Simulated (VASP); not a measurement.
# TaN (P6_3mc) in VASP: a series of runs, part 2 of 2

VASP 6.6.1.

## Step 4: Single point, PBE

This run uses another cell than the first one, of 9.75 Å³/atom, 1.043 times its volume.

Input file INCAR:

```
SYSTEM = TaN
PREC     = Accurate       ! precision mode
ENCUT    = 520            ! plane-wave cutoff, eV
EDIFF    = 1E-6           ! SCF threshold, eV
ISMEAR   = -1             ! smearing method
SIGMA    = 0.05           ! smearing width, eV
LREAL    = .FALSE.        ! projectors in reciprocal space
LASPH    = .TRUE.         ! aspherical terms in the spheres
NELM     = 80             ! most SCF steps
ALGO     = Normal         ! electronic algorithm
ISIF     = 2              ! what is computed and relaxed
LWAVE    = .FALSE.        ! write WAVECAR
LCHARG   = .FALSE.        ! write CHGCAR
GGA      = PE             ! functional
NBANDS   = 24             ! bands
```

Input file KPOINTS:

```
regular mesh
0
G
  10 10 6
  0 0 0
```

Input file POSCAR:

```
TaN
1.0
    3.0295316109      0.0000000000      0.0000000000
   -1.5147658054      2.6236513383      0.0000000000
    0.0000000000      0.0000000000      4.9068461583
Ta N
2 2
Direct
    0.3333333333      0.6666666667      0.0000000000
    0.6666666667      0.3333333333      0.5000000000
    0.3333333333      0.6666666667      0.3850000000
    0.6666666667      0.3333333333      0.8850000000
```

Potentials or basis: VASP PAW PBE potentials, release 64 (Ta_pv, N).

The run is started by

```console
$ cat potpaw_PBE.64/Ta_pv/POTCAR potpaw_PBE.64/N/POTCAR > POTCAR
$ mpirun -np 1 vasp_std > vasp.out
```

OUTCAR:

```text
SYSTEM = TaN
   PREC = Accurate
   ENCUT = 520
   EDIFF = 1E-6
   ISMEAR = -1
   LREAL = .FALSE.
   LASPH = .TRUE.
   NELM = 80
   ISIF = 2
   GGA = PE

 ion  position               nearest neighbor table
   1  0.333  0.667  0.000-   4 1.84   4 1.84   4 1.84   3 1.89   2 3.01   2 3.01   2 3.01   2 3.01
                             2 3.01   2 3.01
   2  0.667  0.333  0.500-   3 1.84   3 1.84   3 1.84   4 1.89   1 3.01   1 3.01   1 3.01   1 3.01
                             1 3.01   1 3.01
   3  0.333  0.667  0.385-   2 1.84   2 1.84   2 1.84   1 1.89
   4  0.667  0.333  0.885-   1 1.84   1 1.84   1 1.84   2 1.89

  LATTYP: Found a hexagonal cell.
 ALAT       =     3.0295316109
 C/A-ratio  =     1.6196715494

  Lattice vectors:

 A1 = (   3.0295316109,   0.0000000000,   0.0000000000)
 A2 = (  -1.5147658054,   2.6236513383,   0.0000000000)
 A3 = (   0.0000000000,   0.0000000000,   4.9068461583)

Analysis of symmetry for initial positions (statically):
=====================================================================
 Subroutine PRICEL returns:
 Original cell was already a primitive cell.

 Routine SETGRP: Setting up the symmetry group for a
[... 168 lines left out ...]
  ext. energy  EPLUGINS =         0.00000000
  ---------------------------------------------------
  free energy    TOTEN  =       -36.93213746 eV

  energy without entropy =      -36.91900808  energy(sigma->0) =      -36.92557277

 E-fermi :  10.0379     XC(G=0): -13.6564

 val. band max:       10.0323187198   @ k =   0.4000   0.1000   0.0000
 cond. band min:      10.0617861318   @ k =   0.3000   0.1000   0.3333
 fundamental gap:      0.0294674120
 Fermi energy:        10.0378529440

 k-point     1 :       0.0000    0.0000    0.0000
  band No.  band energies     occupation
      1     -26.1532      2.00000
      2     -24.9680      2.00000
      3     -24.9680      2.00000
      4     -24.7626      2.00000
      5     -24.7626      2.00000
      6     -24.6971      2.00000
[... 637 lines left out ...]
     23      16.2346      0.00000
     24      17.3414      0.00000

 [... further k-points ...]
[... 5 lines left out ...]
  --------------------------------------------------------------------------------------
  -------------------------------------------------------------------------------------
  Total       40.1908381     40.1908382     33.3078232      0.0000000     -0.0000000      0.0000000
  in kB     1651.0247909   1651.0247930   1368.2730777      0.0000000     -0.0000000      0.0000000
  external PRESSURE =    1556.7742206 kB  Pullay stress =       0.0000000 kB

 VOLUME and BASIS-vectors are now :
 -----------------------------------------------------------------------------
  energy-cutoff  :      520.00
  volume of cell :       39.00
      direct lattice vectors                 reciprocal lattice vectors
     3.029531611  0.000000000  0.000000000     0.330084029  0.190574103  0.000000000
    -1.514765805  2.623651338  0.000000000     0.000000000  0.381148206  0.000000000
     0.000000000  0.000000000  4.906846158     0.000000000  0.000000000  0.203796893

 POSITION                                       TOTAL-FORCE (eV/Angst)
 -----------------------------------------------------------------------------------
     -0.00000      1.74910      0.00000        -0.000000      0.000000      2.513609
      1.51477      0.87455      2.45342         0.000000      0.000000      2.513609
     -0.00000      1.74910      1.88914         0.000000      0.000000     -2.513609
      1.51477      0.87455      4.34256         0.000000     -0.000000     -2.513609
 -----------------------------------------------------------------------------------
    total drift:                               -0.000000      0.000000      0.000478

  FREE ENERGIE OF THE ION-ELECTRON SYSTEM (eV)
  ---------------------------------------------------
  free  energy   TOTEN  =       -36.9321374590 eV

  energy  without entropy=      -36.9190080760  energy(sigma->0) =      -36.92557277
```

Run time: 45 s. Hardware: 1 thread of Intel Xeon Platinum 8259CL at 2.50GHz (Skylake/Cascade Lake), shared host; peak memory 0.18 GiB.

What came out:

```yaml
Free_energy: -36.9321 eV
Pressure: 155.7 GPa
Largest_force: 2.514 eV/Å
Band_gap_on_the_k_mesh: zero (band 16 reaches 11.26 eV, above the bottom of band 17 at 8.46 eV)
```

Forces in eV/Å, atoms in the order of the input:
```
Ta   0.000  0.000  2.514
Ta   0.000  0.000  2.514
N    0.000  0.000 -2.514
N    0.000  0.000 -2.514
```

Caveat: spin-orbit coupling is left out, which moves the levels of the heavy elements; forces of over 1 eV/Å act on the atoms, so gaps and moduli don't describe the material at rest.

## Step 5: The runs side by side

```csv
cell,gap on the mesh (eV),pressure (GPa),largest force (eV/Å)
"a = 2.988, b = 2.988, c = 4.839 Å, angles 90.0, 90.0, 120.0°, 4 atoms",none,190.8,2.68
"a = 3.009, b = 3.009, c = 4.873 Å, angles 90.0, 90.0, 120.0°, 4 atoms",none,172.5,2.59
"a = 3.030, b = 3.030, c = 4.907 Å, angles 90.0, 90.0, 120.0°, 4 atoms",none,155.7,2.51
```

Alike in all rows: task single point; level PBE; potentials or basis VASP PAW PBE potentials, release 64 (Ta_pv, N); no spin polarisation; k mesh 10 × 10 × 6; cutoff (eV) 520; smearing fermi-dirac 0.05 eV.

Caveats: spin-orbit coupling is left out, which moves the levels of the heavy elements; forces of over 1 eV/Å act on the atoms, so gaps and moduli don't describe the material at rest.

Total energies depend on the potentials used, so only differences within one code and one set of settings carry meaning.
